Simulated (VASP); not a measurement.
# Rh (P6_3/mmc) in VASP: further runs, part 2 of 2

VASP 6.6.1.

### Step 5. Single point, PBE

This run uses another cell than the first one, of 12.37 Å³/atom.

INCAR reads:

```
PREC = Accurate ; ENCUT = 520
EDIFF = 1E-6 ; ISMEAR = 0
SIGMA = 0.15 ; LREAL = False
LASPH = True ; NELM = 60
ALGO = Fast ; ISIF = 2
LWAVE = False ; LCHARG = True
GGA = PE ; LELF = True
LVHAR = True ; NBANDS = 22
```

KPOINTS reads:

```
regular mesh
0
Gamma
  18 18 10
```

POSCAR reads:

```
Rh
1.0
    2.6159000000      0.0000000000      0.0000000000
   -1.3079500000      2.2654358537      0.0000000000
    0.0000000000      0.0000000000      4.1746000000
Rh
2
Direct
    0.6666666667      0.3333333333      0.7500000000
    0.3333333333      0.6666666667      0.2500000000
```

The run is started by

```console
$ cat potpaw_PBE.64/Rh_pv/POTCAR > POTCAR
$ mpirun -np 1 vasp_std > vasp.out
```

Wall time 89 s (1 thread of Intel Xeon Platinum 8488C (Sapphire Rapids), shared host); peak memory 0.21 GiB.

It converged, with:

| Quantity | Value |
| --- | --- |
| Free energy | -14.0122 eV |
| Pressure | 46.8 GPa |
| Band gap on the k mesh | zero (bands 15 and 16 overlap by 2.90 eV) |

Stress tensor (GPa, compression positive):
```
45.00  0.00  0.00
 0.00 45.00  0.00
 0.00  0.00 50.50
```

Levels at points of the mesh, in eV from the Fermi level:
| k point | band 12 | band 13 | band 14 | band 15 | band 16 | band 17 | band 18 | band 19 |
| --- | --- | --- | --- | --- | --- | --- | --- | --- |
| (0.00, 0.00, 0.00) | -2.96 | -2.96 | -2.39 | -2.39 | 0.13 | 0.13 | 0.76 | 9.94 |
| (0.50, 0.00, 0.00) | -2.58 | -2.58 | 0.43 | 0.80 | 0.83 | 3.36 | 5.70 | 11.20 |
| (0.00, 0.00, 0.50) | -3.77 | -3.68 | -3.68 | -0.52 | -0.52 | -0.52 | -0.52 | 15.11 |
| (0.50, 0.00, 0.50) | -2.06 | -0.42 | -0.42 | 0.67 | 0.67 | 2.86 | 2.86 | 10.41 |

Caveat: the cell stands under pressure.

### Step 6. Single point, PBE

This run uses another cell than the first one, of 12.42 Å³/atom.

INCAR reads:

```
ALGO = Normal
EDIFF = 1E-6
ENCUT = 520
GGA = PE
ISIF = 2
ISMEAR = 0
LASPH = T
LCHARG = T
LELF = T
LREAL = F
LVHAR = T
LWAVE = F
NBANDS = 22
NELM = 100
PREC = Accurate
SIGMA = 0.15
```

KPOINTS reads:

```
k-points
0
Gamma
  18 18 10
```

POSCAR reads:

```
Rh
1.0
    2.6431000000      0.0000000000      0.0000000000
   -1.3215500000      2.2889917447      0.0000000000
    0.0000000000      0.0000000000      4.1045000000
Rh
2
Direct
    0.6666666667      0.3333333333      0.7500000000
    0.3333333333      0.6666666667      0.2500000000
```

Potentials or basis: VASP PAW PBE potentials, release 64 (Rh_pv).

The run is started by

```console
$ cat potpaw_PBE.64/Rh_pv/POTCAR > POTCAR
$ mpirun -np 1 vasp_std > vasp.out
```

OUTCAR:

```text
EDIFF = 1E-6
   ENCUT = 520
   GGA = PE
   ISIF = 2
   ISMEAR = 0
   LASPH = T
   LREAL = F
   NELM = 100
   PREC = Accurate

 ion  position               nearest neighbor table
   1  0.667  0.333  0.750-   2 2.56   2 2.56   2 2.56   2 2.56   2 2.56   2 2.56
   2  0.333  0.667  0.250-   1 2.56   1 2.56   1 2.56   1 2.56   1 2.56   1 2.56

  LATTYP: Found a hexagonal cell.
 ALAT       =     2.6431000000
 C/A-ratio  =     1.5529113541

  Lattice vectors:

 A1 = (   2.6431000000,   0.0000000000,   0.0000000000)
 A2 = (  -1.3215500000,   2.2889917447,   0.0000000000)
 A3 = (   0.0000000000,   0.0000000000,   4.1045000000)

Analysis of symmetry for initial positions (statically):
=====================================================================
 Subroutine PRICEL returns:
 Original cell was already a primitive cell.

 Routine SETGRP: Setting up the symmetry group for a
 hexagonal supercell.

 Subroutine GETGRP returns: Found 24 space group operations
 (whereof 12 operations were pure point group operations)
 out of a pool of 24 trial point group operations.

The static configuration has the point symmetry D_3d.
 The point group associated with its full space group is D_6h.

Analysis of symmetry for dynamics (positions and initial velocities):
=====================================================================
 Subroutine PRICEL returns:
 Original cell was already a primitive cell.

 Routine SETGRP: Setting up the symmetry group for a
 hexagonal supercell.

 Subroutine GETGRP returns: Found 24 space group operations
 (whereof 12 operations were pure point group operations)
 out of a pool of 24 trial point group operations.

The dynamic configuration has the point symmetry D_3d.
 The point group associated with its full space group is D_6h.

 Subroutine INISYM returns: Found 24 space group operations
 (whereof 12 operations are pure point group operations),
 and found     1 'primitive' translations

----------------------------------------------------------------------------------------

                                     Primitive cell

  volume of cell :      24.8324

  direct lattice vectors                    reciprocal lattice vectors
     2.643100000  0.000000000  0.000000000     0.378343612  0.218436786  0.000000000
    -1.321550000  2.288991745  0.000000000     0.000000000  0.436873572  0.000000000
     0.000000000  0.000000000  4.104500000     0.000000000  0.000000000  0.243635035

  length of vectors
     2.643100000  2.643100000  4.104500000     0.436873572  0.436873572  0.243635035

  position of ions in fractional coordinates (direct lattice)
     0.666666667  0.333333333  0.750000000
     0.333333333  0.666666667  0.250000000

  ion indices of the primitive-cell ions
   primitive index   ion index
                 1           1
                 2           2

----------------------------------------------------------------------------------------

 KPOINTS: k-points

Automatic generation of k-mesh.
 Grid dimensions read from file:
 generate k-points for:   18   18   10

 Generating k-lattice:

  Cartesian coordinates                     Fractional coordinates (reciprocal lattice)
     0.021019090  0.012135377  0.000000000     0.055555556  0.000000000  0.000000000
     0.000000000  0.024270754  0.000000000     0.000000000  0.055555556  0.000000000
     0.000000000  0.000000000  0.024363503     0.000000000  0.000000000  0.100000000

  Length of vectors
     0.024270754  0.024270754  0.024363503

  Shift w.r.t. Gamma in fractional coordinates (k-lattice)
     0.000000000  0.000000000  0.000000000

 Subroutine IBZKPT returns following result:
 ===========================================

 Found    222 irreducible k-points:

 Following reciprocal coordinates:
            Coordinates               Weight
  0.000000  0.000000  0.000000      1.000000
  0.055556  0.000000  0.000000      6.000000
  0.111111  0.000000  0.000000      6.000000
  0.166667  0.000000  0.000000      6.000000
  0.222222  0.000000  0.000000      6.000000
  0.277778  0.000000  0.000000      6.000000
[... 16 lines left out ...]
  0.333333  0.111111  0.000000     12.000000
  0.388889  0.111111  0.000000     12.000000
 [... further k-points ...]
   k-points           NKPTS =    222   k-points in BZ     NKDIM =    222   number of bands    NBANDS=     22
   number of dos      NEDOS =    301   number of ions     NIONS =      2
   total plane-waves  NPLWV =  12800
   dimension x,y,z NGX =    20 NGY =   20 NGZ =   32
   dimension x,y,z NGXF=    40 NGYF=   40 NGZF=   64
   ions per type =               2
   NGX,Y,Z   is equivalent  to a cutoff of  12.58, 12.58, 12.96 a.u.
   NGXF,Y,Z  is equivalent  to a cutoff of  25.16, 25.16, 25.92 a.u.
 SYSTEM =  unknown system
   PREC   = accura    normal or accurate (medium, high low for compatibility)
   ISTART =      0    job   : 0-new  1-cont  2-samecut
   ICHARG =      2    charge: 1-file 2-atom 10-const
   ISPIN  =      1    spin polarized calculation?
   LNONCOLLINEAR =      F non collinear calculations
   LSORBIT =      F    spin-orbit coupling
   LASPH  =      T    aspherical Exc in radial PAW
   ENCUT  =  520.0 eV  38.22 Ry    6.18 a.u.   4.91  4.91  7.63*2*pi/ulx,y,z
   NELM   =    100;   NELMIN=  2; NELMDL= -5     # of ELM steps
   EDIFF  = 0.1E-05   stopping-criterion for ELM
   LREAL  =      F    real-space projection
   EDIFFG = 0.1E-04   stopping-criterion for IOM
   NSW    =      0    number of steps for IOM
   IBRION =     -1    ionic relax: 0-MD 1-quasi-New 2-CG
   NFREE  =      0    steps in history (QN), initial steepest desc. (CG)
   ISIF   =      2    stress and relaxation
   ISYM   =      2    0-nonsym 1-usesym 2-fastsym
   POTIM  = 0.5000    time-step for ionic-motion
   TEBEG  =    0.0;   TEEND  =   0.0 temperature during run
   PSTRESS=    0.0 pullay stress
   NELECT =      30.0000    total number of electrons
   NUPDOWN=      -1.0000    fix difference up-down
   EMIN   =  10.00;   EMAX   =-10.00  energy-range for DOS
   EFERMI =   0.00;   METHOD = LEGACY
   ISMEAR =     0;   SIGMA  =   0.15  broadening in eV -4-tet -1-fermi 0-gaus
   EFERMI_NEDOS =   21; number of points for ismear=-14 and -15
   IALGO  =     38    algorithm
   IMIX   =      4    mixing-type and parameters
     AMIX     =   0.40;   BMIX     =  1.00
     AMIX_MAG =   1.60;   BMIX_MAG =  1.00
  volume/ion in A,a.u.               =      12.42        83.79
  Fermi-wavevector in a.u.,A,eV,Ry     =   1.743583  3.294894 41.362809  3.040081
  Thomas-Fermi vector in A             =   2.815627
   LORBIT       =      0    0 simple, 1 ext, 2 COOP (PROOUT), +10 PAW based schemes
   GGA     = PE    functional components
   LHFCALC =     F    Hartree Fock is set to
   AEXX    =    0.0000 exact exchange contribution
   IVDW    =     0    specifies the selected vdW correction
   LEPSILON=     F    determine dielectric tensor
   LRPA    =     F    only Hartree local field effects (RPA)
 non-spin polarized calculation
 Gauss-broadening in eV      SIGMA  =   0.15
  energy-cutoff  :      520.00
  volume of cell :       24.83
 maximum number of plane-waves:       699
 NGX is ok and might be reduce to    20
   NGX =  9   NGY =  9   NGZ = 15

 number of electron      30.0000003 magnetization

 Free energy of the ion-electron system (eV)
  ---------------------------------------------------
  ext. energy  EPLUGINS =         0.00000000
  ---------------------------------------------------
  free energy    TOTEN  =       -14.00638111 eV

  energy without entropy =      -13.97547794  energy(sigma->0) =      -13.99092952

 E-fermi :  14.0189     XC(G=0): -14.6958

 val. band max:       14.0157917415   @ k =   0.2222   0.1111   0.4000
 cond. band min:      14.0220397016   @ k =   0.3889   0.0556   0.0000
 fundamental gap:      0.0062479601
 Fermi energy:        14.0189413978

 k-point     1 :       0.0000    0.0000    0.0000
  band No.  band energies     occupation
      1     -33.8079      2.00000
      2     -32.8437      2.00000
      3     -32.8437      2.00000
      4     -32.6594      2.00000
      5     -32.6594      2.00000
      6     -32.6494      2.00000
[... 14 lines left out ...]
     21      32.7422      0.00000
     22      33.1037      0.00000
[... 552 lines left out ...]
  band No.  band energies     occupation
      1     -33.4828      2.00000
      2     -33.3340      2.00000
      3     -33.2918      2.00000
      4     -33.0932      2.00000
      5     -32.9545      2.00000
      6     -32.8117      2.00000
[... 14 lines left out ...]
     21      26.2133      0.00000
     22      29.3007      0.00000

 [... further k-points ...]

------------------------ aborting loop because EDIFF is reached ----------------------------------------

  FORCE on cell =-STRESS in cart. coord.  units (eV):
  Direction    XX          YY          ZZ          XY          YZ          ZX
  --------------------------------------------------------------------------------------
  -------------------------------------------------------------------------------------
  Total        6.1883328      6.1883328      8.9264642      0.0000000      0.0000000      0.0000000
  in kB      399.2695230    399.2695230    575.9330070      0.0000000      0.0000000      0.0000000
  external PRESSURE =     458.1573510 kB  Pullay stress =       0.0000000 kB

 VOLUME and BASIS-vectors are now :
 -----------------------------------------------------------------------------
  energy-cutoff  :      520.00
  volume of cell :       24.83
      direct lattice vectors                 reciprocal lattice vectors
     2.643100000  0.000000000  0.000000000     0.378343612  0.218436786  0.000000000
    -1.321550000  2.288991745  0.000000000     0.000000000  0.436873572  0.000000000
     0.000000000  0.000000000  4.104500000     0.000000000  0.000000000  0.243635035

 POSITION                                       TOTAL-FORCE (eV/Angst)
 -----------------------------------------------------------------------------------
      1.32155      0.76300      3.07837        -0.000000     -0.000000      0.000000
     -0.00000      1.52599      1.02612         0.000000      0.000000      0.000000
 -----------------------------------------------------------------------------------
    total drift:                               -0.000000      0.000000     -0.000000

  FREE ENERGIE OF THE ION-ELECTRON SYSTEM (eV)
  ---------------------------------------------------
  free  energy   TOTEN  =       -14.0063811070 eV

  energy  without entropy=      -13.9754779399  energy(sigma->0) =      -13.99092952
```

OSZICAR:

```text
N       E                     dE             d eps       ncg     rms          rms(c)
DAV:   1     0.330258924337E+03    0.33026E+03   -0.19025E+04  9808   0.162E+03
DAV:   2    -0.747558487659E+01   -0.33773E+03   -0.32519E+03 10134   0.483E+02
DAV:   3    -0.148557365034E+02   -0.73802E+01   -0.73431E+01 11310   0.802E+01
DAV:   4    -0.149038339913E+02   -0.48097E-01   -0.48093E-01 11022   0.652E+00
DAV:   5    -0.149045848875E+02   -0.75090E-03   -0.75089E-03 11550   0.837E-01    0.193E+01
DAV:   6    -0.140664700221E+02    0.83811E+00   -0.16614E+00 10650   0.143E+01    0.776E+00
DAV:   7    -0.140134769334E+02    0.52993E-01   -0.91277E-02 11520   0.302E+00    0.269E+00
DAV:   8    -0.140067441709E+02    0.67328E-02   -0.13075E-02 10182   0.133E+00    0.457E-01
DAV:   9    -0.140063702024E+02    0.37397E-03   -0.30135E-04 11546   0.207E-01    0.388E-02
DAV:  10    -0.140063813700E+02   -0.11168E-04   -0.83194E-06 10982   0.301E-02    0.594E-03
DAV:  11    -0.140063811070E+02    0.26293E-06   -0.86577E-07  6840   0.101E-02
   1 F= -.14006381E+02 E0= -.13990930E+02  d E =-.309032E-01
```

stdout:

```text
POSCAR found type information on POSCAR Rh
 POSCAR found :  1 types and       2 ions
 scaLAPACK will be used
 LDA part: xc-table for (Slater+PW92), standard interpolation
 POSCAR, INCAR and KPOINTS ok, starting setup
 FFT: planning ... GRIDC
 FFT: planning ... GRID_SOFT
 FFT: planning ... GRID
 WAVECAR not read
 entering main loop
```

Run time: 64 s. Hardware: 1 thread of Intel Xeon Platinum 8488C (Sapphire Rapids), shared host; peak memory 0.21 GiB.

Results:

```yaml
Free_energy: -14.0064 eV
Pressure: 45.8 GPa
Band_gap_on_the_k_mesh: zero (bands 15 and 16 overlap by 2.74 eV)
```

Caveat: the cell stands under pressure.

### Step 7. The runs side by side

| cell | gap on the mesh (eV) | pressure (GPa) |
| --- | --- | --- |
| a = 2.643, b = 2.643, c = 4.034 Å, angles 90.0, 90.0, 120.0°, 2 atoms | none | 55.4 |
| a = 2.616, b = 2.616, c = 4.104 Å, angles 90.0, 90.0, 120.0°, 2 atoms | none | 55.7 |
| a = 2.589, b = 2.589, c = 4.245 Å, angles 90.0, 90.0, 120.0°, 2 atoms | none | 48.9 |
| a = 2.616, b = 2.616, c = 4.175 Å, angles 90.0, 90.0, 120.0°, 2 atoms | none | 46.8 |
| a = 2.643, b = 2.643, c = 4.104 Å, angles 90.0, 90.0, 120.0°, 2 atoms | none | 45.8 |

Alike in all rows: task single point; level PBE; potentials or basis VASP PAW PBE potentials, release 64 (Rh_pv); no spin polarisation; k mesh 18 × 18 × 10; cutoff (eV) 520; smearing gaussian 0.15 eV.

Caveats: the cell stands under pressure.

Absolute energies hang on the potentials; compare differences alone.
